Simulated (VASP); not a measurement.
The system is SiC2.

```
Si C
1.0
     2.76287    0.00000    0.00000
    -1.38144    2.39272    0.00000
     0.00000    0.00000   12.35082
Si C
2 4
Cartesian
  0.0000 1.5951 0.0000
  1.3814 0.7976 0.0000
  0.0000 1.5951 8.2339
  0.0000 1.5951 4.1169
  1.3814 0.7976 8.2339
  1.3814 0.7976 4.1169
```

| Quantity | Value |
| --- | --- |
| Program | VASP 6.6.1 |
| Task | relaxation of cell and atoms |
| Functional | PBE |
| Potentials or basis | VASP PAW PBE potentials, release 64 (Si, C) |
| Cutoff | 600 eV |
| k mesh | 6 × 6 × 2 |
| Occupations | gaussian, width 0.1 eV |
| Spin | no spin polarisation |

At the start: pressure 73.9 GPa; volume 13.61 Å³/atom.

Question: How do energy, volume and symmetry change on relaxing?

Answer: Over 10 steps the energy falls by 1279.3 meV/atom and the volume is 18.87 Å³/atom (+38.7 %); space group P6/mmm (No. 191, to 0.05 Å).

Step by step:
```
step  energy change (eV)  largest force (eV/Å)  pressure (GPa)  volume (Å³)
   1              0.0000                0.0151           73.91        81.65
   2             -1.4922                0.0154          -15.21       172.58
   3             -7.5801                0.0156           -4.00       116.91
   4             -7.6590                0.0141           -1.60       114.08
   5             -7.6737                0.0130            0.22       112.22
   6             -7.6722                0.0133           -0.45       112.88
   7             -7.6735                0.0121            0.52       112.12
   8             -7.6741                0.0126            0.18       112.38
   9             -7.6745                0.0120            0.17       112.59
  10             -7.6758                0.0102            0.15       113.22
```

Final structure:
```
Si C
1.0
     3.24092    0.00000    0.00000
    -1.62046    2.80672    0.00000
     0.00000    0.00000   12.44718
Si C
2 4
Direct
  0.33333 0.66667 0.00000
  0.66667 0.33333 0.00000
  0.33333 0.66667 0.66648
  0.33333 0.66667 0.33352
  0.66667 0.33333 0.66648
  0.66667 0.33333 0.33352
```

Caveat: the k points lie up to 0.37 Å⁻¹ apart in the final cell; the volume moved by over 15 % at a fixed basis, so the end points are rough; this functional lacks dispersion, which binds the layers, so the pressure and a relaxed spacing across them are unreliable.
